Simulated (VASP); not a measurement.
# LiNbO3 (R3c) in VASP: further runs

LiNbO3 is run at these levels: PBE; tasks: single point.

Program: VASP 6.6.1. These are calculated values, not measurements. Logs are shortened: lines on timing, memory, paths and dates and some standing lists are left out, and cuts for length are marked.

## (1) The cell of the first run

Symmetry: R3c, No. 161, trigonal system. Conventional cell: a = 5.223 Å, b = 5.223 Å, c = 13.795 Å, α = 90.00°, β = 90.00°, γ = 120.00°. Within 2.8 Å of Li (site symmetry 3) lie 6 O at 2.09 to 2.27 Å. Nb (site symmetry 3) has 6 O at 1.89 to 2.15 Å within 2.5 Å. O (site symmetry 1) has 2 Nb at 1.89 to 2.15 Å and 2 Li at 2.09 to 2.27 Å within 2.5 Å.

## (2) Single point, PBE (atoms displaced along a vibrational mode, then relaxed in part)

Contents of INCAR:

```
PREC = Accurate
ENCUT = 520
EDIFF = 1E-6
ISMEAR = 0
SIGMA = 0.05
LREAL = F
LASPH = T
NELM = 100
ALGO = Normal
ISIF = 2
LWAVE = F
LCHARG = T
GGA = PE
LELF = T
LVHAR = T
NBANDS = 45
```

Contents of KPOINTS:

```
regular mesh
0
Gamma
  6 6 6
```

Contents of POSCAR:

```
LiNbO3
1.0
    2.6115578418      1.5077836230      4.5982666595
   -2.6115578418      1.5077836230      4.5982666595
    0.0000000000     -3.0155672459      4.5982666595
Li Nb O
2 2 6
Direct
    0.2844123196      0.2844123196      0.2844123196
    0.7844123196      0.7844123196      0.7844123196
    0.0044456516      0.0044456516      0.0044456516
    0.5044456516      0.5044456516      0.5044456516
    0.1160330015      0.3610595606      0.7252493287
    0.7252493287      0.1160330015      0.3610595606
    0.3610595606      0.7252493287      0.1160330015
    0.8610595606      0.6160330015      0.2252493287
    0.2252493287      0.8610595606      0.6160330015
    0.6160330015      0.2252493287      0.8610595606
```

Potentials or basis: VASP PAW PBE potentials, release 64 (Li_sv, Nb_sv, O).

On the command line:

```
$ cat potpaw_PBE.64/Li_sv/POTCAR potpaw_PBE.64/Nb_sv/POTCAR potpaw_PBE.64/O/POTCAR > POTCAR
$ mpirun -np 1 vasp_std > vasp.out
```

OUTCAR:

```text
PREC = Accurate
   ENCUT = 520
   EDIFF = 1E-6
   ISMEAR = 0
   LREAL = F
   LASPH = T
   NELM = 100
   ISIF = 2
   GGA = PE

 ion  position               nearest neighbor table
   1  0.284  0.284  0.284-  10 2.09   8 2.09   9 2.09   5 2.27   6 2.27   7 2.27
   2  0.784  0.784  0.784-   6 2.09   5 2.09   7 2.09   8 2.27  10 2.27   9 2.27
   3  0.004  0.004  0.004-   6 1.89   7 1.89   5 1.89   9 2.15  10 2.15   8 2.15
   4  0.504  0.504  0.504-  10 1.89   9 1.89   8 1.89   7 2.15   6 2.15   5 2.15
   5  0.116  0.361  0.725-   3 1.89   2 2.09   4 2.15   1 2.27
   6  0.725  0.116  0.361-   3 1.89   2 2.09   4 2.15   1 2.27
   7  0.361  0.725  0.116-   3 1.89   2 2.09   4 2.15   1 2.27
   8  0.861  0.616  0.225-   4 1.89   1 2.09   3 2.15   2 2.27
   9  0.225  0.861  0.616-   4 1.89   1 2.09   3 2.15   2 2.27
  10  0.616  0.225  0.861-   4 1.89   1 2.09   3 2.15   2 2.27

  LATTYP: Found a trigonal (rhomboedric) cell.
 ALAT       =     5.4988818942
 COS(alpha) =     0.5488920195

  Lattice vectors:

 A1 = (   2.6115578418,   1.5077836230,   4.5982666595)
 A2 = (  -2.6115578418,   1.5077836230,   4.5982666595)
 A3 = (   0.0000000000,  -3.0155672459,   4.5982666595)

Analysis of symmetry for initial positions (statically):
=====================================================================
 Subroutine PRICEL returns:
 Original cell was already a primitive cell.

 Routine SETGRP: Setting up the symmetry group for a
 trigonal (rhombohedral) supercell.

 Subroutine GETGRP returns: Found  6 space group operations
 (whereof  3 operations were pure point group operations)
 out of a pool of 12 trial point group operations.

The static configuration has the point symmetry C_3 .
 The point group associated with its full space group is C_3v.

Analysis of symmetry for dynamics (positions and initial velocities):
=====================================================================
 Subroutine PRICEL returns:
 Original cell was already a primitive cell.

 Routine SETGRP: Setting up the symmetry group for a
 trigonal (rhombohedral) supercell.

 Subroutine GETGRP returns: Found  6 space group operations
 (whereof  3 operations were pure point group operations)
 out of a pool of 12 trial point group operations.

The dynamic configuration has the point symmetry C_3 .
 The point group associated with its full space group is C_3v.

 Subroutine INISYM returns: Found  6 space group operations
 (whereof  3 operations are pure point group operations),
 and found     1 'primitive' translations

----------------------------------------------------------------------------------------

                                     Primitive cell

  volume of cell :     108.6386

  direct lattice vectors                    reciprocal lattice vectors
     2.611557842  1.507783623  4.598266660     0.191456606  0.110537523  0.072491084
    -2.611557842  1.507783623  4.598266660    -0.191456606  0.110537523  0.072491084
     0.000000000 -3.015567246  4.598266660     0.000000000 -0.221075046  0.072491084

  length of vectors
     5.498881894  5.498881894  5.498881894     0.232656685  0.232656685  0.232656685

  position of ions in fractional coordinates (direct lattice)
     0.284412320  0.284412320  0.284412320
     0.784412320  0.784412320  0.784412320
     0.004445652  0.004445652  0.004445652
     0.504445652  0.504445652  0.504445652
     0.116033001  0.361059561  0.725249329
     0.725249329  0.116033001  0.361059561
     0.361059561  0.725249329  0.116033001
     0.861059561  0.616033001  0.225249329
     0.225249329  0.861059561  0.616033002
     0.616033001  0.225249329  0.861059561

  ion indices of the primitive-cell ions
   primitive index   ion index
                 1           1
                 2           2
                 3           3
                 4           4
                 5           5
                 6           6
                 7           7
                 8           8
                 9           9
                10          10

[... 48 lines left out ...]
   LHFCALC =     F    Hartree Fock is set to
   AEXX    =    0.0000 exact exchange contribution
   IVDW    =     0    specifies the selected vdW correction
   LEPSILON=     F    determine dielectric tensor
   LRPA    =     F    only Hartree local field effects (RPA)
 non-spin polarized calculation
 Gauss-broadening in eV      SIGMA  =   0.05
  energy-cutoff  :      520.00
  volume of cell :      108.64
 maximum number of plane-waves:      2952
 NGX is ok and might be reduce to    42
   NGX = 21   NGY = 21   NGZ = 21

 number of electron      68.0000002 magnetization

 Free energy of the ion-electron system (eV)
  ---------------------------------------------------
  ext. energy  EPLUGINS =         0.00000000
  ---------------------------------------------------
  free energy    TOTEN  =       -80.02579913 eV

  energy without entropy =      -80.02579913  energy(sigma->0) =      -80.02579913

 E-fermi :   3.6743     XC(G=0): -10.6838

 val. band max:        3.3583783269   @ k =   0.1667   0.1667   0.1667
 cond. band min:       6.9003269394   @ k =   0.5000   0.3333  -0.0000
 fundamental gap:      3.5419486125
 Fermi energy:         3.6743385392

 k-point     1 :       0.0000    0.0000    0.0000
  band No.  band energies     occupation
      1     -50.8686      2.00000
      2     -50.8549      2.00000
      3     -39.3416      2.00000
      4     -39.3394      2.00000
      5     -27.1431      2.00000
      6     -27.1431      2.00000
[... 37 lines left out ...]
     44      13.1585      0.00000
     45      13.1716      0.00000

 k-point     2 :       0.1667   -0.0000    0.0000
  band No.  band energies     occupation
      1     -50.8677      2.00000
      2     -50.8558      2.00000
      3     -39.3415      2.00000
      4     -39.3396      2.00000
      5     -27.1347      2.00000
      6     -27.1336      2.00000
[... 1048 lines left out ...]
 k-point    24 :      -0.3333    0.5000    0.1667
  band No.  band energies     occupation
      1     -50.8629      2.00000
      2     -50.8606      2.00000
      3     -39.3408      2.00000
      4     -39.3404      2.00000
      5     -27.1443      2.00000
      6     -27.1428      2.00000
[... 37 lines left out ...]
     44      12.7487      0.00000
     45      13.6347      0.00000

 [... further k-points ...]

------------------------ aborting loop because EDIFF is reached ----------------------------------------

  FORCE on cell =-STRESS in cart. coord.  units (eV):
  Direction    XX          YY          ZZ          XY          YZ          ZX
  --------------------------------------------------------------------------------------
  -------------------------------------------------------------------------------------
  Total       -0.6040496     -0.6040496      1.5762421      0.0000000      0.0000000      0.0000000
  in kB       -8.9083874     -8.9083874     23.2460641      0.0000000      0.0000000      0.0000000
  external PRESSURE =       1.8097631 kB  Pullay stress =       0.0000000 kB

 VOLUME and BASIS-vectors are now :
 -----------------------------------------------------------------------------
  energy-cutoff  :      520.00
  volume of cell :      108.64
      direct lattice vectors                 reciprocal lattice vectors
     2.611557842  1.507783623  4.598266660     0.191456606  0.110537523  0.072491084
    -2.611557842  1.507783623  4.598266660    -0.191456606  0.110537523  0.072491084
     0.000000000 -3.015567246  4.598266660     0.000000000 -0.221075046  0.072491084

 POSITION                                       TOTAL-FORCE (eV/Angst)
 -----------------------------------------------------------------------------------
      0.00000      0.00000      3.92341         0.000000      0.000000      0.003409
      0.00000      0.00000     10.82081         0.000000      0.000000      0.003409
      0.00000      0.00000      0.06133         0.000000     -0.000000     -0.025178
      0.00000      0.00000      6.95873         0.000000     -0.000000     -0.025178
     -0.63990     -1.46769      5.52869         0.006949      0.000556      0.007256
      1.59100      0.17967      5.52869        -0.003956      0.005740      0.007256
     -0.95110      1.28801      5.52869        -0.002993     -0.006296      0.007256
      0.63990      1.54788      7.82782        -0.006949      0.000556      0.007256
     -1.66046     -0.21977      7.82782         0.002993     -0.006296      0.007256
      1.02055     -1.32811      7.82782         0.003956      0.005740      0.007256
 -----------------------------------------------------------------------------------
    total drift:                                0.000000     -0.000001     -0.000903

  FREE ENERGIE OF THE ION-ELECTRON SYSTEM (eV)
  ---------------------------------------------------
  free  energy   TOTEN  =       -80.0257991263 eV

  energy  without entropy=      -80.0257991263  energy(sigma->0) =      -80.02579913
```

Wall time 3 min (1 thread of AMD EPYC 9R45 (Zen 5), shared host); peak memory 0.29 GiB.

What came out:

| Property | Result |
| --- | --- |
| Free energy | -80.0258 eV |
| Largest force | 0.025 eV/Å |
| Band gap on the k mesh | 3.54 eV (least direct gap 3.57 eV) |

Forces in eV/Å, atoms in the order of the input:
```
Li   0.000  0.000  0.003
Li   0.000  0.000  0.003
Nb   0.000  0.000 -0.025
Nb   0.000  0.000 -0.025
O    0.007  0.001  0.007
O   -0.004  0.006  0.007
O   -0.003 -0.006  0.007
O   -0.007  0.001  0.007
O    0.003 -0.006  0.007
O    0.004  0.006  0.007
```

Caveat: the cell differs from its parent crystal (atoms displaced along a vibrational mode, then relaxed in part); the cutoff is under 1.25 times the usual one of these potentials, so pressure, stress and relaxed cells hold a basis-set (Pulay) error.

## (3) Single point, PBE

Contents of INCAR:

```
PREC = Accurate ; ENCUT = 520
EDIFF = 1E-6 ; ISMEAR = 0
SIGMA = 0.05 ; LREAL = F
LASPH = T ; NELM = 80
ALGO = Normal ; ISIF = 2
LWAVE = F ; LCHARG = F
GGA = PE ; NBANDS = 45
```

Contents of KPOINTS:

```
Automatic mesh
0
Gamma
  6 6 6
```

Contents of POSCAR:

```
LiNbO3
1.0
    2.6115578418      1.5077836230      4.5982666595
   -2.6115578418      1.5077836230      4.5982666595
    0.0000000000     -3.0155672459      4.5982666595
Li Nb O
2 2 6
Direct
    0.2155876855      0.2155876855      0.2155876856
    0.7155876863      0.7155876863      0.7155876863
   -0.0044456607     -0.0044456607     -0.0044456607
    0.4955543401      0.4955543401      0.4955543401
    0.1389403863      0.3839669332      0.7747507856
    0.7747506113      0.1389404549      0.3839670389
    0.3839669969      0.7747506065      0.1389405017
    0.8839670651      0.6389405182      0.2747506675
    0.2747506936      0.8839671446      0.6389404126
    0.6389404920      0.2747505879      0.8839671709
```

Potentials or basis: VASP PAW PBE potentials, release 64 (Li_sv, Nb_sv, O).

On the command line:

```
$ cat potpaw_PBE.64/Li_sv/POTCAR potpaw_PBE.64/Nb_sv/POTCAR potpaw_PBE.64/O/POTCAR > POTCAR
$ mpirun -np 1 vasp_std > vasp.out
```

Wall time 3.1 min (1 thread of AMD EPYC 9R45 (Zen 5), shared host); peak memory 0.28 GiB.

Results (log left out):

```
Free energy            : -80.0258 eV
Largest force          : 0.025 eV/Å
Band gap on the k mesh : 3.54 eV (least direct gap 3.57 eV)
```

Forces in eV/Å, atoms in the order of the input:
```
Li   0.000  0.000 -0.003
Li   0.000  0.000 -0.003
Nb   0.000  0.000  0.025
Nb   0.000  0.000  0.025
O    0.007 -0.001 -0.007
O   -0.003  0.006 -0.007
O   -0.004 -0.006 -0.007
O   -0.007 -0.001 -0.007
O    0.004 -0.006 -0.007
O    0.003  0.006 -0.007
```

Levels at points of the mesh, in eV from the valence-band top:
| k point | band 31 | band 32 | band 33 | band 34 | band 35 | band 36 | band 37 | band 38 |
| --- | --- | --- | --- | --- | --- | --- | --- | --- |
| (0.00, 0.00, 0.00) | -0.61 | -0.47 | -0.01 | -0.01 | 3.56 | 3.56 | 3.95 | 5.08 |
| (0.50, 0.00, 0.00) | -0.28 | -0.28 | -0.20 | -0.20 | 3.84 | 3.84 | 4.63 | 4.63 |
| (0.50, 0.50, 0.00) | -0.67 | -0.66 | -0.50 | -0.19 | 3.63 | 4.10 | 4.56 | 4.57 |
| (0.50, 0.50, 0.50) | -0.33 | -0.33 | -0.33 | -0.33 | 4.50 | 4.50 | 4.76 | 4.76 |

Caveat: the cutoff is under 1.25 times the usual one of these potentials, so pressure, stress and relaxed cells hold a basis-set (Pulay) error. Expect the measured gap to be larger: semilocal functionals such as PBE lack the derivative discontinuity.

## (4) Single point, PBE

Contents of INCAR:

```
PREC = Accurate
ENCUT = 520
EDIFF = 1E-6
ISMEAR = 0
SIGMA = 0.05
LREAL = F
LASPH = T
NELM = 100
ALGO = Normal
ISIF = 2
LWAVE = F
LCHARG = F
GGA = PE
NBANDS = 45
```

KPOINTS is that of step 3.

Contents of POSCAR:

```
LiNbO3
1.0
    2.6115578418      1.5077836230      4.5982666595
   -2.6115578418      1.5077836230      4.5982666595
    0.0000000000     -3.0155672459      4.5982666595
Li Nb O
2 2 6
Direct
    0.2715776239      0.2715776239      0.2715776239
    0.7715777696      0.7715777696      0.7715777697
    0.0060836348      0.0060836348      0.0060833032
    0.5060831505      0.5060835334      0.5060836736
    0.1189290013      0.3640459157      0.7334973787
    0.7334977131      0.1189289012      0.3640458990
    0.3640459558      0.7334974704      0.1189288696
    0.8640453965      0.6189280992      0.2334980760
    0.2334980250      0.8640454223      0.6189283419
    0.6189282952      0.2334981952      0.8640452988
```

On the command line:

```
$ cat potpaw_PBE.64/Li_sv/POTCAR potpaw_PBE.64/Nb_sv/POTCAR potpaw_PBE.64/O/POTCAR > POTCAR
$ mpirun -np 1 vasp_std > vasp.out
```

Run time: 2.9 min. Hardware: 1 thread of AMD EPYC 9R45 (Zen 5), shared host; peak memory 0.29 GiB.

The run converged. Its results:

```yaml
Free_energy: -79.9667 eV
Largest_force: 0.206 eV/Å
Band_gap_on_the_k_mesh: 3.37 eV (least direct gap 3.39 eV)
```

Forces on the atoms (eV/Å):
```
Li   0.000  0.000  0.206
Li   0.000  0.000  0.206
Nb   0.000  0.000 -0.003
Nb   0.000  0.000 -0.003
O   -0.002  0.013 -0.067
O   -0.010 -0.008 -0.067
O    0.012 -0.005 -0.067
O    0.002  0.013 -0.067
O   -0.012 -0.005 -0.067
O    0.010 -0.008 -0.067
```

Levels at points of the mesh, in eV from the valence-band top:
```
           k point  band 31  band 32  band 33  band 34  band 35  band 36  band 37  band 38
(0.00, 0.00, 0.00)    -0.56    -0.41    -0.02    -0.02     3.37     3.37     3.72     5.02
(0.50, 0.00, 0.00)    -0.32    -0.32    -0.17    -0.17     3.92     3.92     4.58     4.58
(0.50, 0.50, 0.00)    -0.72    -0.65    -0.54    -0.22     3.44     4.01     4.42     4.55
(0.50, 0.50, 0.50)    -0.30    -0.30    -0.30    -0.30     4.44     4.44     4.71     4.71
```

Caveat: the cutoff is under 1.25 times the usual one of these potentials, so pressure, stress and relaxed cells hold a basis-set (Pulay) error. Expect the measured gap to be larger: semilocal functionals such as PBE lack the derivative discontinuity.

## (5) Single point, PBE

Contents of INCAR:

```
  PREC = Accurate
  ENCUT = 520
  EDIFF = 1E-7
  ISMEAR = 0
  SIGMA = 0.05
  LREAL = F
  LASPH = T
  NELM = 80
  ALGO = Normal
  ISIF = 2
  LWAVE = F
  LCHARG = F
  GGA = PE
  NBANDS = 45
```

Contents of KPOINTS:

```
regular mesh
0
Gamma
  6 6 6
```

Contents of POSCAR:

```
LiNbO3
1.0
    2.6115578418      1.5077836230      4.5982666595
   -2.6115578418      1.5077836230      4.5982666595
    0.0000000000     -3.0155672459      4.5982666595
Li Nb O
2 2 6
Direct
    0.2844123152      0.2844123152      0.2844123152
    0.7844123160      0.7844123160      0.7844123160
    0.0044456607      0.0044456607      0.0044456607
    0.5044456615      0.5044456615      0.5044456615
    0.1160330089      0.3610595558      0.7252494066
    0.7252493804      0.1160329294      0.3610596615
    0.3610594715      0.7252493756      0.1160331243
    0.8610595047      0.6160329578      0.2252494371
    0.2252493902      0.8610595467      0.6160329627
    0.6160330046      0.2252493951      0.8610594999
```

On the command line:

```
$ cat potpaw_PBE.64/Li_sv/POTCAR potpaw_PBE.64/Nb_sv/POTCAR potpaw_PBE.64/O/POTCAR > POTCAR
$ mpirun -np 1 vasp_std > vasp.out
```

Run time: 3.1 min. Hardware: 1 thread of AMD EPYC 9R45 (Zen 5), shared host; peak memory 0.29 GiB.

The run converged. Its results:

* Free energy: -80.0258 eV
* Largest force: 0.025 eV/Å
* Band gap on the k mesh: 3.54 eV (least direct gap 3.57 eV)

Forces on the atoms (eV/Å):
```
Li   0.000  0.000  0.003
Li   0.000  0.000  0.003
Nb   0.000  0.000 -0.025
Nb   0.000  0.000 -0.025
O    0.007  0.000  0.007
O   -0.004  0.006  0.007
O   -0.004 -0.006  0.007
O   -0.007  0.000  0.007
O    0.004 -0.006  0.007
O    0.004  0.006  0.007
```

Levels at points of the mesh, in eV from the valence-band top:
```tsv
k point	band 30	band 31	band 32	band 33	band 34	band 35	band 36	band 37	band 38	band 39
(0.00, 0.00, 0.00)	-0.69	-0.61	-0.47	-0.01	-0.01	3.56	3.56	3.95	5.08	5.08
(0.50, 0.00, 0.00)	-0.39	-0.28	-0.28	-0.20	-0.20	3.84	3.84	4.63	4.63	4.85
(0.50, 0.50, 0.00)	-0.98	-0.67	-0.66	-0.50	-0.19	3.63	4.10	4.56	4.57	5.16
(0.50, 0.50, 0.50)	-0.58	-0.33	-0.33	-0.33	-0.33	4.50	4.50	4.76	4.76	4.76
```

Caveat: the cutoff is under 1.25 times the usual one of these potentials, so pressure, stress and relaxed cells hold a basis-set (Pulay) error.

## (6) Single point, PBE

Contents of INCAR:

```
PREC = Accurate
ENCUT = 520
EDIFF = 1E-7
ISMEAR = 0
SIGMA = 0.05
LREAL = False
LASPH = True
NELM = 80
ALGO = Normal
ISIF = 2
LWAVE = False
LCHARG = True
GGA = PE
LELF = True
LVHAR = True
NBANDS = 45
```

KPOINTS is that of step 5.

Contents of POSCAR:

```
LiNbO3
1.0
    2.6115578418      1.5077836230      4.5982666595
   -2.6115578418      1.5077836230      4.5982666595
    0.0000000000     -3.0155672459      4.5982666595
Li Nb O
2 2 6
Direct
    0.2284223425      0.2284223425      0.2284220109
    0.7284224502      0.7284224502      0.7284224502
   -0.0060839676     -0.0060835847     -0.0060841078
    0.4939167285      0.4939167285      0.4939170601
    0.1359562988      0.3810732132      0.7665004433
    0.7665006636      0.1359559467      0.3810733450
    0.3810733033      0.7665003400      0.1359560945
    0.8810697999      0.6359525026      0.2665038840
    0.2665038653      0.8810696139      0.6359524898
    0.6359523763      0.2665039250      0.8810696678
```

Potentials or basis: VASP PAW PBE potentials, release 64 (Li_sv, Nb_sv, O).

On the command line:

```
$ cat potpaw_PBE.64/Li_sv/POTCAR potpaw_PBE.64/Nb_sv/POTCAR potpaw_PBE.64/O/POTCAR > POTCAR
$ mpirun -np 1 vasp_std > vasp.out
```

Wall time 3.1 min (1 thread of AMD EPYC 9R45 (Zen 5), shared host); peak memory 0.28 GiB.

It converged, with:

| Quantity | Value |
| --- | --- |
| Free energy | -79.9667 eV |
| Largest force | 0.206 eV/Å |
| Band gap on the k mesh | 3.37 eV (least direct gap 3.39 eV) |

Forces on the atoms (eV/Å):
```
Li   0.000  0.000 -0.206
Li   0.000  0.000 -0.206
Nb   0.000  0.000  0.003
Nb   0.000  0.000  0.003
O   -0.002 -0.012  0.068
O    0.011  0.005  0.068
O   -0.010  0.007  0.068
O    0.002 -0.012  0.068
O    0.010  0.007  0.068
O   -0.011  0.005  0.068
```

Levels at points of the mesh, in eV from the valence-band top:
```
           k point  band 31  band 32  band 33  band 34  band 35  band 36  band 37  band 38
(0.00, 0.00, 0.00)    -0.56    -0.41    -0.02    -0.02     3.37     3.37     3.72     5.02
(0.50, 0.00, 0.00)    -0.32    -0.32    -0.17    -0.17     3.92     3.92     4.58     4.58
(0.50, 0.50, 0.00)    -0.72    -0.65    -0.54    -0.22     3.43     4.01     4.42     4.55
(0.50, 0.50, 0.50)    -0.30    -0.30    -0.30    -0.30     4.44     4.44     4.71     4.71
```

Caveat: the cutoff is under 1.25 times the usual one of these potentials, so pressure, stress and relaxed cells hold a basis-set (Pulay) error. A k mesh can miss the band edges.
